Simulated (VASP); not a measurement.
# Ge in VASP: a series of runs

Runs on Ge. Level: r2SCAN. Tasks: single point.

Program: VASP 6.6.1. These are calculated values, not measurements. Logs are shortened: lines on timing, memory, paths and dates and some standing lists are left out, and cuts for length are marked.

## 1. The cell of the first run

The typed cell holds 2 atoms: a = 2.787 Å, b = 2.787 Å, c = 5.195 Å, α = 90.00°, β = 90.00°, γ = 119.67°.

This isn't the form of Ge at room conditions, which is diamond.

## 2. Single point, r2SCAN

Input file POSCAR:

```
Ge
1.0
    1.4006310913     -2.4099800928      0.0000000000
    1.4006310913      2.4099800928      0.0000000000
    0.0000000000      0.0000000000      5.1954271280
Ge
2
Direct
    0.5000107969      0.4999892031      0.7500000000
    0.4999892031      0.5000107969      0.2500000000
```

Input file INCAR.step1:

```
SYSTEM = Ge
ALGO = Normal ; EDIFF = 1E-5
ENCUT = 550 ; GGA = PE
GGA_COMPAT = .False. ; ISMEAR = 1
LASPH = .True. ; LCHARG = .False.
LREAL = .False. ; LWAVE = .True.
NBANDS = 21 ; NELM = 120
PREC = Accurate ; SIGMA = 0.1
```

Input file INCAR.step2:

```
SYSTEM = Ge
ALGO = Normal ; EDIFF = 1E-6
ENCUT = 550 ; GGA_COMPAT = .False.
ISIF = 2 ; ISMEAR = 1
ISTART = 1 ; LASPH = .True.
LCHARG = .True. ; LELF = .True.
LMIXTAU = .True. ; LREAL = .False.
LVHAR = .True. ; LWAVE = .False.
METAGGA = R2SCAN ; NBANDS = 21
NELM = 120 ; PREC = Accurate
SIGMA = 0.1
```

Input file KPOINTS:

```
k-points
0
Gamma
  13 13 7
  0 0 0
```

Potentials or basis: VASP PAW PBE potentials, release 64 (Ge_d).

Command:

```
$ cat potpaw_PBE.64/Ge_d/POTCAR > POTCAR
$ cp INCAR.step1 INCAR
$ mpirun -np 1 vasp_std > vasp.out
$ cp INCAR.step2 INCAR
$ mpirun -np 1 vasp_std > vasp.out
```

OUTCAR:

```text
SYSTEM = Ge
   EDIFF = 1E-6
   ENCUT = 550
   ISIF = 2
   ISMEAR = 1
   ISTART = 1
   LASPH = .True.
   LREAL = .False.
   METAGGA = R2SCAN
   NELM = 120
   PREC = Accurate

 ion  position               nearest neighbor table
   1  0.500  0.500  0.750-   2 2.60   2 2.60
   2  0.500  0.500  0.250-   1 2.60   1 2.60

  LATTYP: Found a base centered orthorhombic cell.
 ALAT       =     2.8012621826
 B/A-ratio  =     1.7206387233
 C/A-ratio  =     1.8546736397

  Lattice vectors:

 A1 = (   1.4006310913,  -2.4099800928,   0.0000000000)
 A2 = (   1.4006310913,   2.4099800928,   0.0000000000)
 A3 = (   0.0000000000,   0.0000000000,   5.1954271280)

Analysis of symmetry for initial positions (statically):
=====================================================================
 Subroutine PRICEL returns:
 Original cell was already a primitive cell.

 Routine SETGRP: Setting up the symmetry group for a
 base centered orthorhombic supercell.

 Subroutine GETGRP returns: Found  8 space group operations
 (whereof  4 operations were pure point group operations)
 out of a pool of  8 trial point group operations.

The static configuration has the point symmetry C_2h.
 The point group associated with its full space group is D_2h.

Analysis of symmetry for dynamics (positions and initial velocities):
=====================================================================
 Subroutine PRICEL returns:
 Original cell was already a primitive cell.

 Routine SETGRP: Setting up the symmetry group for a
 base centered orthorhombic supercell.

 Subroutine GETGRP returns: Found  8 space group operations
 (whereof  4 operations were pure point group operations)
 out of a pool of  8 trial point group operations.

The dynamic configuration has the point symmetry C_2h.
 The point group associated with its full space group is D_2h.

 Subroutine INISYM returns: Found  8 space group operations
 (whereof  4 operations are pure point group operations),
 and found     1 'primitive' translations

----------------------------------------------------------------------------------------

                                     Primitive cell

  volume of cell :      35.0743

  direct lattice vectors                    reciprocal lattice vectors
     1.400631091 -2.409980093  0.000000000     0.356981937 -0.207470593  0.000000000
     1.400631091  2.409980093  0.000000000     0.356981937  0.207470593  0.000000000
     0.000000000  0.000000000  5.195427128     0.000000000  0.000000000  0.192476956

  length of vectors
     2.787430986  2.787430986  5.195427128     0.412892420  0.412892420  0.192476956

  position of ions in fractional coordinates (direct lattice)
     0.500010797  0.499989203  0.750000000
     0.499989203  0.500010797  0.250000000

  ion indices of the primitive-cell ions
   primitive index   ion index
                 1           1
                 2           2

----------------------------------------------------------------------------------------

 KPOINTS: k-points

Automatic generation of k-mesh.
 Grid dimensions read from file:
 generate k-points for:   13   13    7

 Generating k-lattice:

  Cartesian coordinates                     Fractional coordinates (reciprocal lattice)
     0.027460149 -0.015959276  0.000000000     0.076923077  0.000000000  0.000000000
     0.027460149  0.015959276  0.000000000     0.000000000  0.076923077  0.000000000
     0.000000000  0.000000000  0.027496708     0.000000000  0.000000000  0.142857143

  Length of vectors
     0.031760955  0.031760955  0.027496708

  Shift w.r.t. Gamma in fractional coordinates (k-lattice)
     0.000000000  0.000000000  0.000000000

 Subroutine IBZKPT returns following result:
 ===========================================

 Found    196 irreducible k-points:

 Following reciprocal coordinates:
            Coordinates               Weight
  0.000000  0.000000  0.000000      1.000000
  0.076923  0.000000  0.000000      4.000000
  0.153846  0.000000  0.000000      4.000000
  0.230769  0.000000  0.000000      4.000000
  0.307692  0.000000  0.000000      4.000000
  0.384615  0.000000  0.000000      4.000000
[... 16 lines left out ...]
  0.384615  0.153846  0.000000      4.000000
  0.461538  0.153846  0.000000      4.000000
 [... further k-points ...]
   k-points           NKPTS =    196   k-points in BZ     NKDIM =    196   number of bands    NBANDS=     21
   number of dos      NEDOS =    301   number of ions     NIONS =      2
   total plane-waves  NPLWV =  23040
   dimension x,y,z NGX =    24 NGY =   24 NGZ =   40
   dimension x,y,z NGXF=    48 NGYF=   48 NGZF=   80
   ions per type =               2
   NGX,Y,Z   is equivalent  to a cutoff of  14.31, 14.31, 12.80 a.u.
   NGXF,Y,Z  is equivalent  to a cutoff of  28.63, 28.63, 25.60 a.u.
 SYSTEM =  Ge
   PREC   = accura    normal or accurate (medium, high low for compatibility)
   ISTART =      1    job   : 0-new  1-cont  2-samecut
   ICHARG =      0    charge: 1-file 2-atom 10-const
   ISPIN  =      1    spin polarized calculation?
   LNONCOLLINEAR =      F non collinear calculations
   LSORBIT =      F    spin-orbit coupling
   LASPH  =      T    aspherical Exc in radial PAW
   ENCUT  =  550.0 eV  40.42 Ry    6.36 a.u.   5.33  5.33  9.93*2*pi/ulx,y,z
   NELM   =    120;   NELMIN=  2; NELMDL=  0     # of ELM steps
   EDIFF  = 0.1E-05   stopping-criterion for ELM
   LREAL  =      F    real-space projection
   EDIFFG = 0.1E-04   stopping-criterion for IOM
   NSW    =      0    number of steps for IOM
   IBRION =     -1    ionic relax: 0-MD 1-quasi-New 2-CG
   NFREE  =      0    steps in history (QN), initial steepest desc. (CG)
   ISIF   =      2    stress and relaxation
   ISYM   =      2    0-nonsym 1-usesym 2-fastsym
   POTIM  = 0.5000    time-step for ionic-motion
   TEBEG  =    0.0;   TEEND  =   0.0 temperature during run
   PSTRESS=    0.0 pullay stress
   NELECT =      28.0000    total number of electrons
   NUPDOWN=      -1.0000    fix difference up-down
   EMIN   =  10.00;   EMAX   =-10.00  energy-range for DOS
   EFERMI =   0.00;   METHOD = LEGACY
   ISMEAR =     1;   SIGMA  =   0.10  broadening in eV -4-tet -1-fermi 0-gaus
   EFERMI_NEDOS =   21; number of points for ismear=-14 and -15
   IALGO  =     38    algorithm
   IMIX   =      4    mixing-type and parameters
     AMIX     =   0.40;   BMIX     =  1.00
     AMIX_MAG =   1.60;   BMIX_MAG =  1.00
  volume/ion in A,a.u.               =      17.54       118.35
  Fermi-wavevector in a.u.,A,eV,Ry     =   1.518674  2.869879 31.380097  2.306372
  Thomas-Fermi vector in A             =   2.627763
   LORBIT       =      0    0 simple, 1 ext, 2 COOP (PROOUT), +10 PAW based schemes
   METAGGA = R2SCAN    functional components
   LHFCALC =     F    Hartree Fock is set to
   AEXX    =    0.0000 exact exchange contribution
   IVDW    =     0    specifies the selected vdW correction
   LEPSILON=     F    determine dielectric tensor
   LRPA    =     F    only Hartree local field effects (RPA)
 non-spin polarized calculation
 Methfessel and Paxton  Order N= 1 SIGMA  =   0.10
  energy-cutoff  :      550.00
  volume of cell :       35.07
 maximum number of plane-waves:      1059
 NGX is ok and might be reduce to    24
   NGX = 11   NGY = 11   NGZ = 19

 number of electron      28.0000003 magnetization

 Free energy of the ion-electron system (eV)
  ---------------------------------------------------
  ext. energy  EPLUGINS =         0.00000000
  ---------------------------------------------------
  free energy    TOTEN  =       -26.95796948 eV

  energy without entropy =      -26.95769186  energy(sigma->0) =      -26.95787694

 E-fermi :   7.3895     XC(G=0): -12.7230

 val. band max:        7.3574405243   @ k =   0.3846   0.2308   0.4286
 cond. band min:       7.4074537766   @ k =   0.3077   0.2308   0.1429
 fundamental gap:      0.0500132522
 Fermi energy:         7.3894950437

 k-point     1 :       0.0000    0.0000    0.0000
  band No.  band energies     occupation
      1     -18.2657      2.00000
      2     -18.1375      2.00000
      3     -18.1309      2.00000
      4     -18.1224      2.00000
      5     -18.1160      2.00000
      6     -18.0379      2.00000
[... 13 lines left out ...]
     20      22.5745      0.00000
     21      22.7855      0.00000

 k-point     2 :       0.0769    0.0000    0.0000
  band No.  band energies     occupation
      1     -18.2608      2.00000
      2     -18.1383      2.00000
      3     -18.1233      2.00000
      4     -18.1227      2.00000
      5     -18.1082      2.00000
      6     -18.0441      2.00000
[... 13 lines left out ...]
     20      21.1586      0.00000
     21      23.5372      0.00000

 k-point     3 :       0.1538    0.0000    0.0000
  band No.  band energies     occupation
      1     -18.2487      2.00000
      2     -18.1423      2.00000
      3     -18.1299      2.00000
      4     -18.0971      2.00000
      5     -18.0836      2.00000
      6     -18.0623      2.00000
[... 13 lines left out ...]
     20      20.4946      0.00000
     21      20.6509      0.00000

 k-point     4 :       0.2308    0.0000    0.0000
  band No.  band energies     occupation
      1     -18.2368      2.00000
      2     -18.1439      2.00000
      3     -18.1419      2.00000
      4     -18.0877      2.00000
      5     -18.0603      2.00000
      6     -18.0483      2.00000
[... 13 lines left out ...]
     20      17.8127      0.00000
     21      21.2265      0.00000

 k-point     5 :       0.3077    0.0000    0.0000
  band No.  band energies     occupation
      1     -18.2330      2.00000
      2     -18.1561      2.00000
      3     -18.1378      2.00000
      4     -18.1143      2.00000
      5     -18.0527      2.00000
      6     -18.0209      2.00000
[... 13 lines left out ...]
     20      17.3951      0.00000
     21      21.9310      0.00000
[... 382 lines left out ...]
     20      18.5562      0.00000
     21      21.3095      0.00000

 k-point    22 :       0.3077    0.1538    0.0000
  band No.  band energies     occupation
      1     -18.2070      2.00000
      2     -18.1346      2.00000
      3     -18.1310      2.00000
      4     -18.1278      2.00000
      5     -18.0712      2.00000
      6     -18.0045      2.00000
[... 13 lines left out ...]
     20      18.8737      0.00000
     21      21.1386      0.00000

 k-point    23 :       0.3846    0.1538    0.0000
  band No.  band energies     occupation
      1     -18.2077      2.00000
      2     -18.1399      2.00000
      3     -18.1379      2.00000
      4     -18.1162      2.00000
      5     -18.0757      2.00000
      6     -18.0018      2.00000
[... 13 lines left out ...]
     20      19.7151      0.00000
     21      20.9478      0.00000

 k-point    24 :       0.4615    0.1538    0.0000
  band No.  band energies     occupation
      1     -18.2077      2.00000
      2     -18.1403      2.00000
      3     -18.1381      2.00000
      4     -18.1166      2.00000
      5     -18.0757      2.00000
      6     -18.0020      2.00000
[... 13 lines left out ...]
     20      19.7279      0.00000
     21      20.9277      0.00000

 [... further k-points ...]

------------------------ aborting loop because EDIFF is reached ----------------------------------------

  FORCE on cell =-STRESS in cart. coord.  units (eV):
  Direction    XX          YY          ZZ          XY          YZ          ZX
  --------------------------------------------------------------------------------------
  -------------------------------------------------------------------------------------
  Total        1.0625582      1.0311352      1.1320394      0.0000000      0.0000000      0.0000000
  in kB       48.5372135     47.1018249     51.7110843      0.0000000      0.0000000      0.0000000
  external PRESSURE =      49.1167076 kB  Pullay stress =       0.0000000 kB

 VOLUME and BASIS-vectors are now :
 -----------------------------------------------------------------------------
  energy-cutoff  :      550.00
  volume of cell :       35.07
      direct lattice vectors                 reciprocal lattice vectors
     1.400631091 -2.409980093  0.000000000     0.356981937 -0.207470593  0.000000000
     1.400631091  2.409980093  0.000000000     0.356981937  0.207470593  0.000000000
     0.000000000  0.000000000  5.195427128     0.000000000  0.000000000  0.192476956

 POSITION                                       TOTAL-FORCE (eV/Angst)
 -----------------------------------------------------------------------------------
      1.40063     -0.00005      3.89657         0.000000      0.000038      0.000000
      1.40063      0.00005      1.29886         0.000000     -0.000038     -0.000000
 -----------------------------------------------------------------------------------
    total drift:                                0.000000      0.000000     -0.000000

  FREE ENERGIE OF THE ION-ELECTRON SYSTEM (eV)
  ---------------------------------------------------
  free  energy   TOTEN  =       -26.9579694830 eV

  energy  without entropy=      -26.9576918635  energy(sigma->0) =      -26.95787694
```

It took 4 min on 1 thread of Intel Xeon Platinum 8488C (Sapphire Rapids), shared host; peak memory 0.25 GiB.

Results:

```
Free energy            : -26.9580 eV
Pressure               : 4.9 GPa
Band gap on the k mesh : zero (bands 14 and 15 overlap by 9.93 eV)
```

Stress tensor (GPa, compression positive):
```
4.85 0.00 0.00
0.00 4.71 0.00
0.00 0.00 5.17
```

Caveat: the cell stands under pressure; the PAW data sets were made with another functional, which shifts forces and pressure a little.

## 3. Single point, r2SCAN

This run uses another cell than the first one, of 18.63 Å³/atom.

Input file POSCAR:

```
Ge
1.0
    1.4243720217     -2.4651521400      0.0000000000
    1.4243720217      2.4651521400      0.0000000000
    0.0000000000      0.0000000000      5.3055125459
Ge
2
Direct
    0.4999772148      0.5000227852      0.7500000000
    0.5000227852      0.4999772148      0.2500000000
```

Input file INCAR.step1:

```
SYSTEM = Ge
ALGO = Normal
EDIFF = 1E-5
ENCUT = 550
GGA = PE
GGA_COMPAT = .FALSE.
ISMEAR = 1
LASPH = .TRUE.
LCHARG = .FALSE.
LREAL = .FALSE.
LWAVE = .TRUE.
NBANDS = 21
NELM = 120
PREC = Accurate
SIGMA = 0.1
```

Input file INCAR.step2:

```
SYSTEM = Ge
ALGO = Normal
EDIFF = 1E-6
ENCUT = 550
GGA_COMPAT = .FALSE.
ISIF = 2
ISMEAR = 1
ISTART = 1
LASPH = .TRUE.
LCHARG = .FALSE.
LMIXTAU = .TRUE.
LREAL = .FALSE.
LWAVE = .FALSE.
METAGGA = R2SCAN
NBANDS = 21
NELM = 120
PREC = Accurate
SIGMA = 0.1
```

Input file KPOINTS:

```
k-points
0
G
  13 13 7
  0 0 0
```

Potentials or basis: VASP PAW PBE potentials, release 64 (Ge_d).

Command:

```
$ cat potpaw_PBE.64/Ge_d/POTCAR > POTCAR
$ cp INCAR.step1 INCAR
$ mpirun -np 1 vasp_std > vasp.out
$ cp INCAR.step2 INCAR
$ mpirun -np 1 vasp_std > vasp.out
```

Run time: 4.8 min. Hardware: 1 thread of Intel Xeon Platinum 8488C (Sapphire Rapids), shared host; peak memory 0.26 GiB.

The run converged. Its results:

```yaml
Free_energy: -26.9896 eV
Pressure: 0.0 GPa
Band_gap_on_the_k_mesh: zero (bands 14 and 15 overlap by 9.36 eV)
```

Levels at points of the mesh, in eV from the Fermi level:
```csv
k point,band 12,band 13,band 14,band 15,band 16,band 17
"(0.00, 0.00, 0.00)",-9.70,-6.22,7.32,8.82,8.84,10.86
```

Caveat: the PAW data sets were made with another functional, which shifts forces and pressure a little.
